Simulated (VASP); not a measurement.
# TaN (Fm-3m) in VASP: vibrations by perturbation theory with PBE

Aim: the vibrations by perturbation theory of TaN with PBE.

Everything below comes from runs of VASP 6.6.1. Logs are shortened: lines on timing, memory, paths and dates and some standing lists are left out, and cuts for length are marked.

## (1) The cell of the first run

Symmetry: Fm-3m, No. 225, cubic system. Conventional cell: a = 4.354 Å, b = 4.354 Å, c = 4.354 Å, α = 90.00°, β = 90.00°, γ = 90.00°. Within 2.9 Å of Ta (site symmetry m-3m) lie 6 N at 2.18 Å. N (site symmetry m-3m) has 6 Ta at 2.18 Å within 2.9 Å.

## (2) Vibrations by perturbation theory, PBE

The input, INCAR:

```
ALGO = Normal
EDIFF = 1E-8
ENCUT = 520
GGA = PE
IBRION = 8
ISIF = 2
ISMEAR = -1
LASPH = True
LCHARG = False
LREAL = False
LWAVE = False
NBANDS = 15
NELM = 80
NSW = 1
PREC = Accurate
SIGMA = 0.15
```

The input, KPOINTS:

```
k-points
0
Gamma
  16 16 16
```

The input, POSCAR:

```
TaN
1.0
    0.0000000000      2.1768975425      2.1768975425
    2.1768975425      0.0000000000      2.1768975425
    2.1768975425      2.1768975425      0.0000000000
Ta N
1 1
Direct
    0.5000000000      0.5000000000      0.5000000000
    0.0000000000      0.0000000000      0.0000000000
```

Potentials or basis: VASP PAW PBE potentials, release 64 (Ta_pv, N).

Started as:

```
$ cat potpaw_PBE.64/Ta_pv/POTCAR potpaw_PBE.64/N/POTCAR > POTCAR
$ mpirun -np 1 vasp_std > vasp.out
```

OUTCAR:

```text
EDIFF = 1E-8
   ENCUT = 520
   GGA = PE
   IBRION = 8
   ISIF = 2
   ISMEAR = -1
   LASPH = True
   LREAL = False
   NELM = 80
   NSW = 1
   PREC = Accurate

 ion  position               nearest neighbor table
   1  0.500  0.500  0.500-   2 2.18   2 2.18   2 2.18   2 2.18   2 2.18   2 2.18
   2  0.000  0.000  0.000-   1 2.18   1 2.18   1 2.18   1 2.18   1 2.18   1 2.18

  LATTYP: Found a face centered cubic cell.
 ALAT       =     4.3537950850

  Lattice vectors:

 A1 = (   0.0000000000,   2.1768975425,   2.1768975425)
 A2 = (   2.1768975425,   0.0000000000,   2.1768975425)
 A3 = (   2.1768975425,   2.1768975425,   0.0000000000)

Analysis of symmetry for initial positions (statically):
=====================================================================
 Subroutine PRICEL returns:
 Original cell was already a primitive cell.

 Routine SETGRP: Setting up the symmetry group for a
 face centered cubic supercell.

 Subroutine GETGRP returns: Found 48 space group operations
 (whereof 48 operations were pure point group operations)
 out of a pool of 48 trial point group operations.

The static configuration has the point symmetry O_h .

Analysis of symmetry for dynamics (positions and initial velocities):
=====================================================================
 Subroutine PRICEL returns:
 Original cell was already a primitive cell.

 Routine SETGRP: Setting up the symmetry group for a
 face centered cubic supercell.

 Subroutine GETGRP returns: Found 48 space group operations
 (whereof 48 operations were pure point group operations)
 out of a pool of 48 trial point group operations.

The dynamic configuration has the point symmetry O_h .

 Subroutine INISYM returns: Found 48 space group operations
 (whereof 48 operations are pure point group operations),
 and found     1 'primitive' translations

----------------------------------------------------------------------------------------

[... 591 lines left out ...]

 VOLUME and BASIS-vectors are now :
 -----------------------------------------------------------------------------
  energy-cutoff  :      520.00
  volume of cell :       20.63
      direct lattice vectors                 reciprocal lattice vectors
     0.000000000  2.176897542  2.176897542    -0.229684673  0.229684673  0.229684673
     2.176897542  0.000000000  2.176897542     0.229684673 -0.229684673  0.229684673
     2.176897542  2.176897542  0.000000000     0.229684673  0.229684673 -0.229684673

 POSITION                                       TOTAL-FORCE (eV/Angst)
 -----------------------------------------------------------------------------------
      2.17690      2.17690      2.17690        -0.000000     -0.000000      0.000000
      0.00000      0.00000      0.00000         0.000000      0.000000     -0.000000
 -----------------------------------------------------------------------------------
    total drift:                                0.000000     -0.000000     -0.000000

  FREE ENERGIE OF THE ION-ELECTRON SYSTEM (eV)
  ---------------------------------------------------
  free  energy   TOTEN  =       -21.8069547282 eV

  energy  without entropy=      -21.7473536276  energy(sigma->0) =      -21.77715418

[... ionic steps 2 to 3 ...]

--------------------------------------- Ionic step        4  -------------------------------------------

------------------------ aborting loop because EDIFF is reached ----------------------------------------

[... ionic steps 5 to 6 ...]

--------------------------------------- Ionic step        7  -------------------------------------------

 Free energy of the ion-electron system (eV)
  ---------------------------------------------------
  ---------------------------------------------------
  free energy    TOTEN  =        -0.23590888 eV

  energy without entropy =       -0.23590888

------------------------ aborting loop because EDIFF is reached ----------------------------------------

 INTERNAL STRAIN TENSOR  FOR ION    2  DIRECTION 1   (eV/Angst):
 -----------------------------------------------------------------------------
     0.04369  0.00000 -0.00000
    -0.00000 -0.01998 -0.00000
     0.00000 -0.00000 -0.01998

 INTERNAL STRAIN TENSOR FOR ION    2 for displacements in x,y,z  (eV/Angst):
          X           Y           Z          XY          YZ          ZX
  --------------------------------------------------------------------------------
  x     0.00000     0.00000     0.00000     0.00000     0.00000     0.00000
  y     0.00000     0.00000     0.00000     0.00000     0.00000     0.00000
  z     0.00000     0.00000     0.00000     0.00000     0.00000     0.00000

 SECOND DERIVATIVES (NOT SYMMETRIZED)
 ------------------------------------
               1X          1Y          1Z          2X          2Y          2Z
  1X    -9.219502    0.000000    0.000000    9.219502    0.000000    0.000000
  1Y     0.000000   -9.219502    0.000000    0.000000    9.219502    0.000000
  1Z     0.000000    0.000000   -9.219502    0.000000    0.000000    9.219502
  2X     9.222899    0.000000    0.000000   -9.222899    0.000000    0.000000
  2Y     0.000000    9.222899    0.000000    0.000000   -9.222899    0.000000
  2Z     0.000000    0.000000    9.222899    0.000000    0.000000   -9.222899

 Eigenvectors and eigenvalues of the dynamical matrix
 ----------------------------------------------------

   1 f  =   13.169910 THz    82.748983 2PiTHz  439.300902 cm-1    54.466346 meV
             X         Y         Z           dx          dy          dz
      2.176898  2.176898  2.176898     0.000000    0.267944    0.000000
      0.000000  0.000000  0.000000     0.000000   -0.963434    0.000000
[... 21 lines left out ...]
   6 f/i=    0.000626 THz     0.003935 2PiTHz    0.020891 cm-1     0.002590 meV
             X         Y         Z           dx          dy          dz
      2.176898  2.176898  2.176898     0.000000   -0.963434    0.000000
      0.000000  0.000000  0.000000     0.000000   -0.267944    0.000000

--------------------------------------------------------------------------------------------------------

 ELASTIC MODULI CONTR FROM IONIC RELAXATION (kBar)
 Direction    XX          YY          ZZ          XY          YZ          ZX
 --------------------------------------------------------------------------------
 XX           0.0000      0.0000      0.0000      0.0000      0.0000      0.0000
 YY           0.0000      0.0000      0.0000      0.0000      0.0000      0.0000
 ZZ           0.0000      0.0000      0.0000      0.0000      0.0000      0.0000
 XY           0.0000      0.0000      0.0000      0.0000      0.0000      0.0000
 YZ           0.0000      0.0000      0.0000      0.0000      0.0000      0.0000
 ZX           0.0000      0.0000      0.0000      0.0000      0.0000      0.0000
 --------------------------------------------------------------------------------
```

OSZICAR:

```text
N       E                     dE             d eps       ncg     rms          rms(c)
DAV:   1     0.908759279869E+02    0.90876E+02   -0.88112E+03  4366   0.114E+03
DAV:   2    -0.220549305871E+02   -0.11293E+03   -0.10614E+03  5400   0.305E+02
DAV:   3    -0.248216418456E+02   -0.27667E+01   -0.27517E+01  4875   0.447E+01
[... 44 lines left out ...]
RMM:   8    -0.235909675212E+00   -0.13595E-05   -0.14121E-08 19191   0.631E-04    0.698E-05
RMM:   9    -0.235909020064E+00    0.65515E-06    0.14067E-08 18973   0.194E-04    0.108E-05
RMM:  10    -0.235908825602E+00    0.19446E-06   -0.21245E-08 20304   0.628E-05    0.463E-06
RMM:  11    -0.235908858080E+00   -0.32478E-07   -0.15170E-08 18876   0.261E-05    0.111E-06
RMM:  12    -0.235908888656E+00   -0.30576E-07   -0.21269E-08 16840   0.194E-05    0.342E-07
RMM:  13    -0.235908883754E+00    0.49013E-08   -0.17583E-08  8769   0.172E-05    0.896E-08
 Linear response finished
```

Wall time 6.3 min (1 thread of AMD EPYC 7R43 (Zen 3), shared host); peak memory 0.33 GiB.

What came out:

```
Highest phonon frequency at Γ : 439 cm⁻¹
```

Phonon frequencies in cm⁻¹ (negative: imaginary):
| q point | frequencies |
| --- | --- |
| (0.000, 0.000, 0.000) | 0 0 0 439 439 439 |

Caveat: the cell stands under pressure or tension, which shifts response properties; spin-orbit coupling is left out, which moves the levels of the heavy elements.
